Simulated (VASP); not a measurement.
Hf3Sb4: single point with PBE

The system is Hf3Sb4.

```xyz
7
Lattice="5.7653 0.0000 0.0000 0.0000 5.7653 0.0000 0.0000 0.0000 5.7653" Properties=species:S:1:pos:R:3 pbc="T T T"
Hf    2.8826    0.0000    0.0000
Hf    0.0000    2.8826    0.0000
Hf    0.0000    0.0000    2.8826
Sb    0.0000    2.8826    2.8826
Sb    2.8826    0.0000    2.8826
Sb    2.8826    2.8826    0.0000
Sb    0.0000    0.0000    0.0000
```

```
Program                : VASP 6.6.1
Task                   : single point
Functional             : PBE
Potentials or basis    : VASP PAW PBE potentials, release 64 (Hf_pv, Sb)
Cutoff                 : 520 eV
k mesh                 : 8 × 8 × 8
Occupations            : gaussian, width 0.1 eV
Spin                   : no spin polarisation
Dipole correction      : no
Further INCAR settings : ALGO = Normal; EDIFF = 1e-06; NBANDS = 34
```

```
Pressure               : -0.2 GPa
Band gap on the k mesh : zero (band 25 reaches 7.07 eV, above the bottom of band 26 at 5.34 eV)
```

Levels at points of the mesh, in eV from the Fermi level:
```tsv
k point	band 21	band 22	band 23	band 24	band 25	band 26	band 27	band 28	band 29	band 30
(0.00, 0.00, 0.00)	-1.12	-1.12	-0.99	-0.99	-0.99	0.67	0.67	0.67	0.68	0.68
(0.50, 0.00, 0.00)	-1.22	-0.97	-0.82	-0.82	-0.80	-0.80	0.24	0.77	1.24	1.64
(0.50, 0.50, 0.00)	-2.61	-2.55	-2.55	-2.33	0.92	1.10	1.20	1.67	1.67	1.69
(0.50, 0.50, 0.50)	-2.81	-2.81	-2.81	-0.13	-0.13	1.67	1.67	1.67	1.72	1.72
```

Run time: 2.9 min on 1 thread of AMD EPYC 9R45 96-Core Processor (Zen 5), with other jobs on the host, peak memory 0.39 GiB.

Caveat: spin-orbit coupling is left out, which moves the levels of the heavy elements.
